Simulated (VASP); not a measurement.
**SiC: relaxation of cell and atoms with PBE**

SiC:

```
Si C
1.0
     0.00000    2.18976    2.18976
     2.18976    0.00000    2.18976
     2.18976    2.18976    0.00000
Si C
1 1
Direct
  0.75000 0.75000 0.75000
  0.00000 0.00000 0.00000
```

```
Program                : VASP 6.6.1
Task                   : relaxation of cell and atoms
Functional             : PBE
Potentials or basis    : VASP PAW PBE potentials, release 64 (Si, C)
Cutoff                 : 600 eV
k mesh                 : 10 × 10 × 10
Occupations            : gaussian, width 0.02 eV
Spin                   : no spin polarisation
Dipole correction      : no
Further INCAR settings : ALGO = Normal; EDIFF = 1e-06; IBRION = 2; EDIFFG = -0.01; NSW = 100; ISIF = 3
```

| Item | Value |
| --- | --- |
| Pressure after relaxing | -0.1 GPa |
| Band gap on the k mesh | 1.37 eV, indirect (least direct gap 4.53 eV) |

Final structure:
```yaml
crystal:
  lattice:
    - [0.00000, 2.18976, 2.18976]
    - [2.18976, 0.00000, 2.18976]
    - [2.18976, 2.18976, 0.00000]
  atoms:
    - { symbol: Si, position: [0.75000, 0.75000, 0.75000] }
    - { symbol: C, position: [0.00000, 0.00000, 0.00000] }
```

Levels at points of the mesh, in eV from the valence-band top:
```tsv
k point	band 1	band 2	band 3	band 4	band 5	band 6	band 7	band 8
(0.00, 0.00, 0.00)	-15.29	0.00	0.00	0.00	6.06	7.21	7.21	7.21
(0.50, 0.00, 0.00)	-11.78	-8.45	-1.05	-1.05	5.30	7.17	7.17	9.97
(0.50, 0.50, 0.00)	-10.34	-7.75	-3.16	-3.16	1.37	4.27	13.86	13.86
```

Wall time 20 s on 1 thread of Intel Xeon 8259CL, on a shared host, peak memory 0.15 GiB.

Caveat: the relaxation stopped at its first step, so nothing moved. As with any semilocal functional, this PBE gap is likely too small.
